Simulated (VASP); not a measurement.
SiNi2:

```
CELL_PARAMETERS angstrom
3.83600 0.00000 0.00000
-1.91800 3.32207 0.00000
0.00000 0.00000 4.94800
ATOMIC_POSITIONS crystal
Si 0.33333 0.66667 0.75000
Si 0.66667 0.33333 0.25000
Ni 0.00000 0.00000 0.00000
Ni 0.00000 0.00000 0.50000
Ni 0.33333 0.66667 0.25000
Ni 0.66667 0.33333 0.75000
```

```yaml
Program: VASP 6.6.1
Task: relaxation of cell and atoms
Functional: PBE
Potentials_or_basis: VASP PAW PBE potentials, release 64 (Si, Ni)
Cutoff: 600 eV
k_mesh: 6 × 6 × 4
Occupations: gaussian, width 0.1 eV
Spin: no spin polarisation
```

At the start: pressure 11.4 GPa; volume 10.51 Å³/atom.

Where does the relaxation end?

Over 5 steps the energy falls by 17.9 meV/atom and the volume is 11.03 Å³/atom (+5.0 %); space group P6_3/mmc (No. 194, to 0.05 Å).

Step by step:
```csv
step,energy change (eV),largest force (eV/Å),pressure (GPa),volume (Å³)
1,0.0000,0.0000,11.44,63.05
2,0.0347,0.0000,-10.34,70.15
3,-0.1072,0.0000,-0.06,66.17
4,-0.1072,0.0000,-0.14,66.23
5,-0.1077,0.0000,-0.29,66.19
```

Final structure:
```
Si Ni
1.0
     3.91152    0.00000    0.00000
    -1.95576    3.38747    0.00000
     0.00000    0.00000    4.99520
Si Ni
2 4
Direct
  0.33333 0.66667 0.75000
  0.66667 0.33333 0.25000
  0.00000 0.00000 0.00000
  0.00000 0.00000 0.50000
  0.33333 0.66667 0.25000
  0.66667 0.33333 0.75000
```
